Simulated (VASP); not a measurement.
A run of VASP 6.6.1:

Contents of INCAR:

```
PREC = Accurate ; ENCUT = 520
EDIFF = 1E-7 ; ISMEAR = 0
SIGMA = 0.2 ; LREAL = False
LASPH = True ; NELM = 60
ALGO = Fast ; ISIF = 2
LWAVE = False ; LCHARG = True
GGA = PE ; LELF = True
LVHAR = True ; NBANDS = 30
```

Contents of KPOINTS:

```
regular mesh
0
Gamma
  6 4 4
```

POSCAR

```
Mg4Au
1.0
    0.0000000000      0.0000000000     -4.5999000026
   -2.2878739219     -5.3815575419      0.0000000000
   -6.8636217658      5.3815575419      0.0000000000
Mg Au
8 2
Direct
    0.5000000000      0.2850536046      0.5716487985
    0.5000000000      0.7850536046      0.0716487985
    0.0000000000      0.5318957251      0.8227014250
    0.0000000000      0.0318957251      0.3227014250
    0.0000000000      0.9681042749      0.6772985750
    0.0000000000      0.4681042749      0.1772985750
    0.5000000000      0.2149463954      0.9283512015
    0.5000000000      0.7149463954      0.4283512015
    0.0000000000      0.5000000000      0.5000000000
    0.0000000000      0.0000000000      0.0000000000
```

Potentials or basis: VASP PAW PBE potentials, release 64 (Mg, Au).

Run with:

```bash
$ cat potpaw_PBE.64/Mg/POTCAR potpaw_PBE.64/Au/POTCAR > POTCAR
$ mpirun -np 1 vasp_std > vasp.out
```

Hardware: 1 thread of Oxide Virtual Turin-like Processor, with other jobs on the host.

Task: How long does it take, and how much memory?

Result: Wall time 8.8 min on 1 thread of Oxide Virtual Turin-like Processor (shared host), peak memory 0.45 GiB. Counts: scf iterations 18, k points 40.
